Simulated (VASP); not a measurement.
Crystal: Ga3Bi2N3.

```
Ga Bi N
1.0
     3.74465    2.16198    3.05490
    -3.74465    2.16198    3.05490
     0.00000   -4.32395    3.05490
Ga Bi N
3 2 3
Direct
  0.74380 0.25620 0.50000
  0.25620 0.50000 0.74380
  0.50000 0.74380 0.25620
  0.24431 0.24431 0.24431
  0.75569 0.75569 0.75569
  0.74144 0.25856 0.00000
  0.25856 0.00000 0.74144
  0.00000 0.74144 0.25856
```

The cell was built from a structure type or drawn by symmetry, and may not be a known phase.

| Quantity | Value |
| --- | --- |
| Program | VASP 6.6.1 |
| Task | relaxation of cell and atoms |
| Functional | PBE |
| Potentials or basis | VASP PAW PBE potentials, release 64 (Ga_d, Bi_d, N) |
| Cutoff | 600 eV |
| k mesh | 2 × 2 × 2 |
| Occupations | gaussian, width 0.15 eV |
| Spin | no spin polarisation |

At the start: pressure -5.0 GPa; volume 18.55 Å³/atom.

Q: How do energy, volume and symmetry change on relaxing?

A: Over 20 steps the energy falls by 449.7 meV/atom and the volume is 18.63 Å³/atom (+0.4 %); space group R32 (No. 155, to 0.1 Å) before and after.

Step by step:
```tsv
step	energy change (eV)	largest force (eV/Å)	pressure (GPa)	volume (Å³)
1	0.0000	1.8767	-4.96	148.39
2	-0.6118	2.1942	-0.98	136.40
3	-0.8620	2.2685	9.58	120.46
4	-0.8919	2.3252	6.18	124.36
5	-1.2438	2.1877	7.20	122.87
6	-1.8733	1.3278	13.81	118.37
7	-2.3454	1.2286	10.76	123.17
8	-2.4911	2.7820	9.08	128.65
9	-2.9776	1.1304	2.98	136.06
10	-3.1347	1.1627	-1.97	144.37
11	-3.2539	0.9730	-1.63	144.36
12	-3.4881	0.4483	-0.15	144.33
13	-3.2569	1.5823	4.34	144.25
14	-3.5260	0.3711	0.76	144.31
15	-3.5273	0.3527	0.97	144.31
16	-3.5622	0.2414	0.54	146.16
17	-3.5816	0.1365	0.04	148.90
18	-3.5874	0.1103	-0.15	149.08
19	-3.5947	0.1809	-0.63	149.56
20	-3.5978	0.0526	-0.32	149.03
```

Final structure:
```xyz
8
Lattice="3.8602 2.2287 2.8870 -3.8602 2.2287 2.8870 0.0000 -4.4574 2.8870" Properties=species:S:1:pos:R:3 pbc="T T T"
Ga    1.6119    0.0000    4.3306
Ga   -0.8059   -1.3959    4.3306
Ga   -0.8059    1.3959    4.3306
Bi    0.0000    0.0000    1.4989
Bi    0.0000    0.0000    7.1622
N     2.1422    2.2287    2.8870
N     0.8590   -2.9695    2.8870
N     0.8590    2.9695    5.7741
```

Caveat: the k points lie up to 0.59 Å⁻¹ apart in the final cell, too coarse for converged energies and pressures of a metal; the relaxation stopped at a loose force limit of 0.08 eV/Å, so its end isn't a converged minimum.
